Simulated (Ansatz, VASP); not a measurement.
**Two plane-wave programs on Na**

INCAR

```
ALGO = Fast ; EDIFF = 1E-6
ENCUT = 520 ; ISIF = 2
ISMEAR = 0 ; LASPH = T
LCHARG = F ; LREAL = F
LWAVE = F ; NBANDS = 10
NELM = 60 ; PREC = Accurate
SIGMA = 0.15
```

File KPOINTS:

```
k-points
0
Gamma
  18 18 18
```

File POSCAR:

```
Na
1.0
   -1.8525000000      1.8525000000      2.4404000000
    1.8525000000     -1.8525000000      2.4404000000
    1.8525000000      1.8525000000     -2.4404000000
Na
1
Direct
    0.0000000000      0.0000000000      0.0000000000
```

Input for Ansatz:

```yaml
crystal:
  lattice:
    - [-1.8525, 1.8525, 2.4404]
    - [1.8525, -1.8525, 2.4404]
    - [1.8525, 1.8525, -2.4404]
  atoms:
    - { symbol: Na, position: [0.0, 0.0, 0.0] }
basis:
  ecutwfc: 520.0
kpoints:
  mp_grid: { grid: [18, 18, 18] }
hamiltonian:
  xc: lda
  pseudopotentials: { kind: paw }
scf:
  occupations: { method: gaussian, width: 0.15 }
output:
  forces: true
  stress: true
  eigenvalues: true
  write_density: true
  write_potential: true
  elf: true
  volumetric_format: npy
```

Alike in both runs: task single point; functional LDA; k mesh 18 × 18 × 18; occupations gaussian, width 0.15 eV; no spin polarisation.

```csv
,VASP,Ansatz
version,VASP 6.6.1,Ansatz 0.2.0
potentials or method,"VASP PAW LDA potentials, release 64 (Na_pv), cutoff 520 eV","scalar-relativistic, plane waves, PAW"
valence electrons in the cell,7,9
```

|  | VASP | Ansatz | Ansatz less VASP |
| --- | --- | --- | --- |
| gap on the k mesh at the Fermi level (eV) | none | none | - |
| pressure (GPa) | -0.2 | 0.0 | +0.14 |

LDA's correlation is that of Perdew and Zunger in VASP and of Perdew and Wang (1992) in Ansatz. A gap of «none» marks a metal or a gap that the smearing closes. VASP's potentials hold 7 valence electrons a cell and Ansatz's 9, so a difference there can come from the potentials and not from the codes.
